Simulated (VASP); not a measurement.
# CuI (Marshite) (F-43m) in VASP: notebook

CuI (Marshite) is run at these levels: LDA; tasks: single point, relaxation of cell and atoms.

Everything below comes from runs of VASP 6.6.1. Logs are shortened: lines on timing, memory, paths and dates and some standing lists are left out, and cuts for length are marked.

## 1. The cell of the first run

It takes space group F-43m (No. 216, cubic). The conventional cell has a = 5.800 Å, b = 5.800 Å, c = 5.800 Å, α = 90.00°, β = 90.00°, γ = 90.00°. Cu (site symmetry -43m) has 4 I at 2.51 Å within 3.3 Å. I (site symmetry -43m) has 4 Cu at 2.51 Å within 3.3 Å.

## 2. Single point, LDA

File INCAR:

```
SYSTEM = CuI
ALGO = Normal
EDIFF = 1E-6
ENCUT = 520
GGA = CA
ISIF = 2
ISMEAR = 0
LASPH = .True.
LCHARG = .False.
LREAL = .False.
LWAVE = .False.
NBANDS = 16
NELM = 60
PREC = Accurate
SIGMA = 0.01
```

File KPOINTS:

```
k-points
0
Gamma
  6 6 6
  0 0 0
```

File POSCAR:

```
CuI
1.0
    2.9000285517      2.9000285517      0.0000000000
   -2.9000285517      2.9000285517      0.0000000000
    0.0000000000      2.9000285517      2.9000285517
Cu I
1 1
Direct
    0.7500000000      0.2500000000      0.5000000000
    0.0000000000      0.0000000000      0.0000000000
```

Potentials or basis: VASP PAW LDA potentials, release 64 (Cu, I).

Launch:

```bash
cat potpaw_LDA.64/Cu/POTCAR potpaw_LDA.64/I/POTCAR > POTCAR
mpirun -np 1 vasp_std > vasp.out
```

OUTCAR:

```text
SYSTEM = CuI
   EDIFF = 1E-6
   ENCUT = 520
   GGA = CA
   ISIF = 2
   ISMEAR = 0
   LASPH = .True.
   LREAL = .False.
   NELM = 60
   PREC = Accurate

 ion  position               nearest neighbor table
   1  0.750  0.250  0.500-   2 2.51   2 2.51   2 2.51   2 2.51
   2  0.000  0.000  0.000-   1 2.51   1 2.51   1 2.51   1 2.51

  LATTYP: Found a face centered cubic cell.
 ALAT       =     5.8000571034

  Lattice vectors:

 A1 = (   0.0000000000,   2.9000285517,   2.9000285517)
 A2 = (   2.9000285517,   0.0000000000,   2.9000285517)
 A3 = (   2.9000285517,   2.9000285517,   0.0000000000)

Analysis of symmetry for initial positions (statically):
=====================================================================
 Subroutine PRICEL returns:
 Original cell was already a primitive cell.

 Routine SETGRP: Setting up the symmetry group for a
 face centered cubic supercell.

 Subroutine GETGRP returns: Found 24 space group operations
 (whereof 24 operations were pure point group operations)
 out of a pool of 48 trial point group operations.

The static configuration has the point symmetry T_d .

Analysis of symmetry for dynamics (positions and initial velocities):
=====================================================================
 Subroutine PRICEL returns:
 Original cell was already a primitive cell.

 Routine SETGRP: Setting up the symmetry group for a
 face centered cubic supercell.

 Subroutine GETGRP returns: Found 24 space group operations
 (whereof 24 operations were pure point group operations)
 out of a pool of 48 trial point group operations.

The dynamic configuration has the point symmetry T_d .

 Subroutine INISYM returns: Found 24 space group operations
 (whereof 24 operations are pure point group operations),
 and found     1 'primitive' translations

----------------------------------------------------------------------------------------

                                     Primitive cell

  volume of cell :      48.7794

  direct lattice vectors                    reciprocal lattice vectors
     2.900028552  2.900028552  0.000000000     0.172412096  0.172412096 -0.172412096
    -2.900028552  2.900028552  0.000000000    -0.172412096  0.172412096 -0.172412096
     0.000000000  2.900028552  2.900028552     0.000000000  0.000000000  0.344824191

  length of vectors
     4.101259709  4.101259709  4.101259709     0.298626509  0.298626509  0.344824191

  position of ions in fractional coordinates (direct lattice)
     0.750000000  0.250000000  0.500000000
     0.000000000  0.000000000  0.000000000

  ion indices of the primitive-cell ions
   primitive index   ion index
                 1           1
                 2           2

----------------------------------------------------------------------------------------

 KPOINTS: k-points

Automatic generation of k-mesh.
 Grid dimensions read from file:
 generate k-points for:    6    6    6

 Generating k-lattice:

  Cartesian coordinates                     Fractional coordinates (reciprocal lattice)
     0.028735349  0.028735349 -0.028735349     0.166666667  0.000000000  0.000000000
    -0.028735349  0.028735349 -0.028735349     0.000000000  0.166666667  0.000000000
     0.000000000  0.000000000  0.057470699     0.000000000  0.000000000  0.166666667

  Length of vectors
     0.049771085  0.049771085  0.057470699

  Shift w.r.t. Gamma in fractional coordinates (k-lattice)
     0.000000000  0.000000000  0.000000000

 Subroutine IBZKPT returns following result:
 ===========================================

 Found     16 irreducible k-points:

 Following reciprocal coordinates:
            Coordinates               Weight
  0.000000  0.000000  0.000000      1.000000
  0.166667  0.000000  0.000000      8.000000
  0.333333  0.000000  0.000000      8.000000
  0.500000  0.000000  0.000000      4.000000
  0.166667  0.166667  0.000000     12.000000
  0.333333  0.166667  0.000000     24.000000
[... 8 lines left out ...]
  0.500000  0.333333  0.166667     24.000000
  0.500000  0.500000  0.166667     12.000000
   k-points           NKPTS =     16   k-points in BZ     NKDIM =     16   number of bands    NBANDS=     16
   number of dos      NEDOS =    301   number of ions     NIONS =      2
   total plane-waves  NPLWV =  32768
   dimension x,y,z NGX =    32 NGY =   32 NGZ =   32
   dimension x,y,z NGXF=    64 NGYF=   64 NGZF=   64
   ions per type =               1   1
   NGX,Y,Z   is equivalent  to a cutoff of  12.97, 12.97, 12.97 a.u.
   NGXF,Y,Z  is equivalent  to a cutoff of  25.94, 25.94, 25.94 a.u.
 SYSTEM =  CuI
   PREC   = accura    normal or accurate (medium, high low for compatibility)
   ISTART =      0    job   : 0-new  1-cont  2-samecut
   ICHARG =      2    charge: 1-file 2-atom 10-const
   ISPIN  =      1    spin polarized calculation?
   LNONCOLLINEAR =      F non collinear calculations
   LSORBIT =      F    spin-orbit coupling
   LASPH  =      T    aspherical Exc in radial PAW
   ENCUT  =  520.0 eV  38.22 Ry    6.18 a.u.   7.63  7.63  7.63*2*pi/ulx,y,z
   NELM   =     60;   NELMIN=  2; NELMDL= -5     # of ELM steps
   EDIFF  = 0.1E-05   stopping-criterion for ELM
   LREAL  =      F    real-space projection
   EDIFFG = 0.1E-04   stopping-criterion for IOM
   NSW    =      0    number of steps for IOM
   IBRION =     -1    ionic relax: 0-MD 1-quasi-New 2-CG
   NFREE  =      0    steps in history (QN), initial steepest desc. (CG)
   ISIF   =      2    stress and relaxation
   ISYM   =      2    0-nonsym 1-usesym 2-fastsym
   POTIM  = 0.5000    time-step for ionic-motion
   TEBEG  =    0.0;   TEEND  =   0.0 temperature during run
   PSTRESS=    0.0 pullay stress
   NELECT =      18.0000    total number of electrons
   NUPDOWN=      -1.0000    fix difference up-down
   EMIN   =  10.00;   EMAX   =-10.00  energy-range for DOS
   EFERMI =   0.00;   METHOD = LEGACY
   ISMEAR =     0;   SIGMA  =   0.01  broadening in eV -4-tet -1-fermi 0-gaus
   EFERMI_NEDOS =   21; number of points for ismear=-14 and -15
   IALGO  =     38    algorithm
   IMIX   =      4    mixing-type and parameters
     AMIX     =   0.40;   BMIX     =  1.00
     AMIX_MAG =   1.60;   BMIX_MAG =  1.00
  volume/ion in A,a.u.               =      24.39       164.59
  Fermi-wavevector in a.u.,A,eV,Ry     =   1.174231  2.218974 18.759951  1.378818
  Thomas-Fermi vector in A             =   2.310631
   LORBIT       =      0    0 simple, 1 ext, 2 COOP (PROOUT), +10 PAW based schemes
   GGA     = CA    functional components
   LHFCALC =     F    Hartree Fock is set to
   AEXX    =    0.0000 exact exchange contribution
   IVDW    =     0    specifies the selected vdW correction
   LEPSILON=     F    determine dielectric tensor
   LRPA    =     F    only Hartree local field effects (RPA)
 non-spin polarized calculation
 Gauss-broadening in eV      SIGMA  =   0.01
  energy-cutoff  :      520.00
  volume of cell :       48.78
 maximum number of plane-waves:      1363
 NGX is ok and might be reduce to    32
   NGX = 15   NGY = 15   NGZ = 15

 number of electron      17.9999999 magnetization

 Free energy of the ion-electron system (eV)
  ---------------------------------------------------
  ext. energy  EPLUGINS =         0.00000000
  ---------------------------------------------------
  free energy    TOTEN  =        -6.98176634 eV

  energy without entropy =       -6.98176634  energy(sigma->0) =       -6.98176634

 E-fermi :   5.7861     XC(G=0):  -9.9110

 val. band max:        5.7436364587   @ k =   0.0000   0.0000   0.0000
 cond. band min:       7.1292972119   @ k =   0.0000   0.0000   0.0000
 fundamental gap:      1.3856607532
 Fermi energy:         5.7860794664

 k-point     1 :       0.0000    0.0000    0.0000
  band No.  band energies     occupation
      1      -9.0219      2.00000
      2       1.4331      2.00000
      3       1.4331      2.00000
      4       1.4331      2.00000
      5       3.1982      2.00000
      6       3.1982      2.00000
[... 8 lines left out ...]
     15      15.6607      0.00000
     16      15.6607      0.00000

 k-point     2 :       0.1667    0.0000    0.0000
  band No.  band energies     occupation
      1      -8.8519      2.00000
      2       0.9289      2.00000
      3       1.4552      2.00000
      4       1.4552      2.00000
      5       3.1856      2.00000
      6       3.1856      2.00000
[... 8 lines left out ...]
     15      14.5837      0.00000
     16      14.8288      0.00000

 k-point     3 :       0.3333    0.0000    0.0000
  band No.  band energies     occupation
      1      -8.4684      2.00000
      2      -0.1427      2.00000
      3       1.4893      2.00000
      4       1.4893      2.00000
      5       3.1975      2.00000
      6       3.1975      2.00000
[... 8 lines left out ...]
     15      15.1612      0.00000
     16      15.1612      0.00000

 k-point     4 :       0.5000    0.0000    0.0000
  band No.  band energies     occupation
      1      -8.2477      2.00000
      2      -0.6983      2.00000
      3       1.5002      2.00000
      4       1.5002      2.00000
      5       3.2303      2.00000
      6       3.2303      2.00000
[... 8 lines left out ...]
     15      17.0361      0.00000
     16      17.0361      0.00000

 k-point     5 :       0.1667    0.1667    0.0000
  band No.  band energies     occupation
      1      -8.6073      2.00000
      2       0.4201      2.00000
      3       1.2821      2.00000
      4       1.5073      2.00000
      5       3.1400      2.00000
      6       3.2194      2.00000
[... 8 lines left out ...]
     15      15.4414      0.00000
     16      16.5659      0.00000

 k-point     6 :       0.3333    0.1667    0.0000
  band No.  band energies     occupation
      1      -8.2620      2.00000
      2      -0.2777      2.00000
      3       1.0801      2.00000
      4       1.5213      2.00000
      5       3.1648      2.00000
      6       3.2029      2.00000
[... 8 lines left out ...]
     15      15.7341      0.00000
     16      17.1577      0.00000

 k-point     7 :       0.5000    0.1667    0.0000
  band No.  band energies     occupation
      1      -8.1873      2.00000
      2      -0.4607      2.00000
      3       1.1540      2.00000
      4       1.4872      2.00000
      5       3.1520      2.00000
      6       3.2368      2.00000
[... 8 lines left out ...]
     15      16.7749      0.00000
     16      17.0992      0.00000

 k-point     8 :      -0.3333    0.1667    0.0000
  band No.  band energies     occupation
      1      -8.4786      2.00000
      2       0.1475      2.00000
      3       1.3615      2.00000
      4       1.4456      2.00000
      5       3.1074      2.00000
      6       3.2424      2.00000
[... 8 lines left out ...]
     15      16.1977      0.00000
     16      16.3458      0.00000

 k-point     9 :      -0.1667    0.1667    0.0000
  band No.  band energies     occupation
      1      -8.7950      2.00000
      2       0.8763      2.00000
      3       1.4273      2.00000
      4       1.4273      2.00000
      5       3.1290      2.00000
      6       3.2237      2.00000
[... 8 lines left out ...]
     15      15.9491      0.00000
     16      15.9938      0.00000

 k-point    10 :       0.3333    0.3333    0.0000
  band No.  band energies     occupation
      1      -8.0470      2.00000
      2      -0.1054      2.00000
      3       0.4349      2.00000
      4       1.5056      2.00000
      5       3.0406      2.00000
      6       3.1916      2.00000
[... 8 lines left out ...]
     15      15.2625      0.00000
     16      19.4572      0.00000

 k-point    11 :       0.5000    0.3333    0.0000
  band No.  band energies     occupation
      1      -8.0544      2.00000
      2      -0.4100      2.00000
      3       1.0727      2.00000
      4       1.4610      2.00000
      5       3.0801      2.00000
      6       3.2643      2.00000
[... 8 lines left out ...]
     15      17.4025      0.00000
     16      18.7686      0.00000

 k-point    12 :      -0.3333    0.3333    0.0000
  band No.  band energies     occupation
      1      -8.2800      2.00000
      2      -0.1598      2.00000
      3       1.4328      2.00000
      4       1.4328      2.00000
      5       3.0346      2.00000
      6       3.2748      2.00000
[... 8 lines left out ...]
     15      16.7681      0.00000
     16      19.4961      0.00000

 k-point    13 :       0.5000    0.5000    0.0000
  band No.  band energies     occupation
      1      -7.9809      2.00000
      2      -0.6641      2.00000
      3       1.4479      2.00000
      4       1.4479      2.00000
      5       3.1401      2.00000
      6       3.2918      2.00000
[... 8 lines left out ...]
     15      17.5015      0.00000
     16      18.3223      0.00000

 k-point    14 :       0.3333    0.3333    0.1667
  band No.  band energies     occupation
      1      -8.1995      2.00000
      2      -0.1456      2.00000
      3       0.9638      2.00000
      4       1.4642      2.00000
      5       3.1164      2.00000
      6       3.2169      2.00000
[... 8 lines left out ...]
     15      17.1100      0.00000
     16      18.4693      0.00000

 k-point    15 :       0.5000    0.3333    0.1667
  band No.  band energies     occupation
      1      -8.0470      2.00000
      2      -0.1929      2.00000
      3       0.6088      2.00000
      4       1.4379      2.00000
      5       3.0731      2.00000
      6       3.1964      2.00000
[... 8 lines left out ...]
     15      17.3089      0.00000
     16      18.1733      0.00000

 k-point    16 :       0.5000    0.5000    0.1667
  band No.  band energies     occupation
      1      -7.9761      2.00000
      2      -0.3126      2.00000
      3       0.7919      2.00000
      4       1.3657      2.00000
      5       3.1120      2.00000
      6       3.1453      2.00000
[... 8 lines left out ...]
     15      17.9099      0.00000
     16      18.3194      0.00000

------------------------ aborting loop because EDIFF is reached ----------------------------------------

  FORCE on cell =-STRESS in cart. coord.  units (eV):
  Direction    XX          YY          ZZ          XY          YZ          ZX
  --------------------------------------------------------------------------------------
  -------------------------------------------------------------------------------------
  Total        0.6771098      0.6771098      0.6771098      0.0000000      0.0000000      0.0000000
  in kB       22.2399034     22.2399034     22.2399034      0.0000000      0.0000000      0.0000000
  external PRESSURE =      22.2399034 kB  Pullay stress =       0.0000000 kB

 VOLUME and BASIS-vectors are now :
 -----------------------------------------------------------------------------
  energy-cutoff  :      520.00
  volume of cell :       48.78
      direct lattice vectors                 reciprocal lattice vectors
     2.900028552  2.900028552  0.000000000     0.172412096  0.172412096 -0.172412096
    -2.900028552  2.900028552  0.000000000    -0.172412096  0.172412096 -0.172412096
     0.000000000  2.900028552  2.900028552     0.000000000  0.000000000  0.344824191

 POSITION                                       TOTAL-FORCE (eV/Angst)
 -----------------------------------------------------------------------------------
      1.45001      4.35004      1.45001        -0.000000     -0.000000      0.000000
      0.00000      0.00000      0.00000         0.000000      0.000000      0.000000
 -----------------------------------------------------------------------------------
    total drift:                                0.000001     -0.000000     -0.000000

  FREE ENERGIE OF THE ION-ELECTRON SYSTEM (eV)
  ---------------------------------------------------
  free  energy   TOTEN  =        -6.9817663382 eV

  energy  without entropy=       -6.9817663382  energy(sigma->0) =       -6.98176634
```

It took 10 s on 1 thread of Intel Xeon 6975P-C (Granite Rapids), shared host; peak memory 0.16 GiB.

What came out:

* Free energy: -6.9818 eV
* Pressure: 2.2 GPa
* Band gap on the k mesh: 1.39 eV, direct

Levels at points of the mesh, in eV from the valence-band top:
```
           k point  band 5  band 6  band 7  band 8  band 9  band 10  band 11  band 12  band 13  band 14
(0.00, 0.00, 0.00)   -2.55   -2.55    0.00    0.00    0.00     1.39     4.71     4.71     4.71     8.16
(0.50, 0.00, 0.00)   -2.51   -2.51   -2.46   -0.96   -0.96     2.18     5.29     5.29     7.38     9.61
(0.50, 0.50, 0.00)   -2.60   -2.45   -2.44   -2.07   -2.07     2.34     2.74    10.03    10.41    10.41
```

Caveat: spin-orbit coupling is left out, which moves the levels of the heavy elements.

## 3. Single point, LDA

This run uses another cell than the first one, of 26.18 Å³/atom, 1.074 times its volume.

File INCAR:

```
SYSTEM = CuI
PREC = Accurate ; ENCUT = 520
EDIFF = 1E-6 ; ISMEAR = 0
SIGMA = 0.01 ; LREAL = .FALSE.
LASPH = .TRUE. ; NELM = 60
ALGO = Normal ; ISIF = 2
LWAVE = .FALSE. ; LCHARG = .TRUE.
LELF = .TRUE. ; LVHAR = .TRUE.
NBANDS = 16
```

File KPOINTS:

```
regular mesh
0
G
  6 6 6
  0 0 0
```

File POSCAR:

```
CuI
1.0
    2.9694282448      2.9694282448      0.0000000000
   -2.9694282448      2.9694282448      0.0000000000
    0.0000000000      2.9694282448      2.9694282448
Cu I
1 1
Direct
    0.7500000000      0.2500000000      0.5000000000
    0.0000000000      0.0000000000      0.0000000000
```

Potentials or basis: VASP PAW LDA potentials, release 64 (Cu, I).

Launch:

```bash
cat potpaw_LDA.64/Cu/POTCAR potpaw_LDA.64/I/POTCAR > POTCAR
mpirun -np 1 vasp_std > vasp.out
```

It took 11 s on 1 thread of Intel Xeon 6975P-C (Granite Rapids), shared host; peak memory 0.16 GiB.

Results (log left out):

```yaml
Free_energy: -6.9818 eV
Pressure: -1.8 GPa
Band_gap_on_the_k_mesh: 1.17 eV, direct
```

Levels at points of the mesh, in eV from the valence-band top:
| k point | band 6 | band 7 | band 8 | band 9 | band 10 | band 11 | band 12 | band 13 |
| --- | --- | --- | --- | --- | --- | --- | --- | --- |
| (0.00, 0.00, 0.00) | -2.19 | 0.00 | 0.00 | 0.00 | 1.17 | 4.80 | 4.80 | 4.80 |
| (0.50, 0.00, 0.00) | -2.16 | -2.11 | -0.83 | -0.83 | 2.12 | 5.35 | 5.35 | 7.34 |
| (0.50, 0.50, 0.00) | -2.12 | -2.10 | -1.78 | -1.78 | 2.50 | 2.81 | 9.48 | 10.03 |

Caveat: spin-orbit coupling is left out, which moves the levels of the heavy elements.

[end of part 1 of 2]
